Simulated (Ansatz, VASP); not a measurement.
SiC in VASP and in Ansatz

```
CELL_PARAMETERS angstrom
3.06031 0.00000 0.00000
-1.53016 2.65031 0.00000
0.00000 0.00000 4.98831
ATOMIC_POSITIONS crystal
Si 0.33333 0.66667 0.00000
Si 0.66667 0.33333 0.50000
C 0.33333 0.66667 0.37600
C 0.66667 0.33333 0.87600
```

Alike in both runs: task relaxation of cell and atoms; functional PBE; k mesh 12 × 12 × 7; occupations fermi-dirac, width 0.02 eV; no spin polarisation.

|  | VASP | Ansatz |
| --- | --- | --- |
| version | VASP 6.6.1 | Ansatz 0.2.0 |
| potentials or method | VASP PAW PBE potentials, release 64 (Si, C) | PAW with Ansatz's default frozen-core files, scalar-relativistic |
| plane-wave cutoff (eV) | 600 | 420 |
| valence electrons in the cell | 16 | 16 |

Ansatz gave:

```
relaxed volume (Å³/atom)                                     : 10.50
relaxed cell length with the largest relative difference (Å) : 3.092
```

**Question.** What did VASP give for the same quantities?

**Answer.** Relaxed volume (Å³/atom): 10.50; relaxed cell length with the largest relative difference (Å): 3.091.
